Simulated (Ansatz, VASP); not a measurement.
# One calculation of Ga, two programs

```
CELL_PARAMETERS angstrom
2.85259 0.00000 0.00000
-1.42629 2.47041 0.00000
0.00000 0.00000 9.26978
ATOMIC_POSITIONS crystal
Ga 0.00000 0.00000 0.00000
Ga 0.00000 0.00000 0.50000
Ga 0.33333 0.66667 0.25000
Ga 0.66667 0.33333 0.75000
```

Alike in both runs: task single point; functional PBEsol; k mesh 14 × 14 × 4; occupations fermi-dirac, width 0.1 eV; no spin polarisation.

|  | VASP | Ansatz |
| --- | --- | --- |
| version | VASP 6.6.1 | Ansatz 0.2.0 |
| potentials or method | VASP PAW PBE potentials, release 64 (Ga_d), cutoff 520 eV | plane waves (420 eV) with PAW, scalar-relativistic |
| valence electrons in the cell | 52 | 52 |

Ansatz gave:

| Item | Value |
| --- | --- |
| pressure (GPa) | 6.1 |
| traceless stress, the component that is largest in VASP (GPa) | 1.03 |

**Question.** Which values does VASP return?

**Answer.** Pressure (GPa): 6.2; traceless stress, the component that is largest in VASP (GPa): 1.04.

VASP's potentials were made for PBE, not for PBEsol, and Ansatz warns of the same on its side.
